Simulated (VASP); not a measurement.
Set up this calculation in VASP 6.6.1, as the native input.

```
Task                   : single point
Functional             : PBE
Potentials or basis    : VASP PAW PBE potentials, release 64 (Li_sv)
Cutoff                 : 520 eV
k mesh                 : 12 × 12 × 12
Occupations            : fermi-dirac, width 0.05 eV
Spin                   : no spin polarisation
Dipole correction      : no
Further INCAR settings : ALGO = Normal; EDIFF = 1e-07; NBANDS = 10
```

The structure of Li lies in POSCAR:

```
Li
1.0
    3.4329204641      0.0000000000      0.0000000000
    0.0000000000      3.4329204641      0.0000000000
    0.0000000000      0.0000000000      3.4329204641
Li
2
Direct
    0.0000000000      0.0000000000      0.0000000000
    0.5000000000      0.5000000000      0.5000000000
```

The input as run:

INCAR

```
ALGO = Normal ; EDIFF = 1E-7
ENCUT = 520 ; GGA = PE
ISIF = 2 ; ISMEAR = -1
LASPH = T ; LCHARG = F
LREAL = F ; LWAVE = F
NBANDS = 10 ; NELM = 100
PREC = Accurate ; SIGMA = 0.05
```

KPOINTS

```
k-points
0
Gamma
  12 12 12
```

Potentials or basis: VASP PAW PBE potentials, release 64 (Li_sv).

Command:

```sh
$ cat potpaw_PBE.64/Li_sv/POTCAR > POTCAR
$ mpirun -np 1 vasp_std > vasp.out
```

It gave:

| Quantity | Value |
| --- | --- |
| Band gap on the k mesh | zero (band 3 reaches 4.02 eV, above the bottom of band 4 at -0.52 eV) |

It took 19 s on 1 thread of Intel(R) Xeon(R) Platinum 8259CL CPU @ 2.50GHz (Skylake/Cascade Lake) (shared host), peak memory 0.16 GiB.
